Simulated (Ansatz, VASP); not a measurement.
## Two plane-wave programs on In2SbSe3

```
CELL_PARAMETERS angstrom
4.11853 0.00000 0.00000
0.00000 4.11853 0.00000
0.00000 0.00000 9.03470
ATOMIC_POSITIONS crystal
In 0.00000 0.50000 0.73723
In 0.50000 0.00000 0.26277
Sb 0.00000 0.00000 0.00000
Se 0.50000 0.50000 0.00000
Se 0.00000 0.50000 0.37740
Se 0.50000 0.00000 0.62260
```

Change from the starting cell: species swapped into the Hf2CuSb3 type (P-4m2, No. 115).

Alike in both runs: task relaxation of cell and atoms; functional PBE; k mesh 4 × 4 × 2; occupations gaussian, width 0.1 eV; no spin polarisation.

|  | VASP | Ansatz |
| --- | --- | --- |
| version | VASP 6.6.1 | Ansatz 0.2.0 |
| potentials or method | VASP PAW PBE potentials, release 64 (In_d, Sb, Se), cutoff 600 eV | scalar-relativistic, plane waves, PAW |
| valence electrons in the cell | 49 | 89 |

```tsv
	VASP	Ansatz	Ansatz less VASP
gap on the k mesh at the Fermi level, each at its own relaxed structure (eV)	none	none	-
relaxed volume (Å³/atom)	26.54	26.19	-0.346
relaxed cell length with the largest relative difference (Å)	9.607	9.512	-0.0955
```

A gap of «none» marks a metal or a gap that the smearing closes. VASP's potentials hold 49 valence electrons a cell and Ansatz's 89, so a difference there can come from the potentials and not from the codes.

The k mesh is coarse, so the values compare programs but aren't converged. Spin-orbit coupling is off throughout.
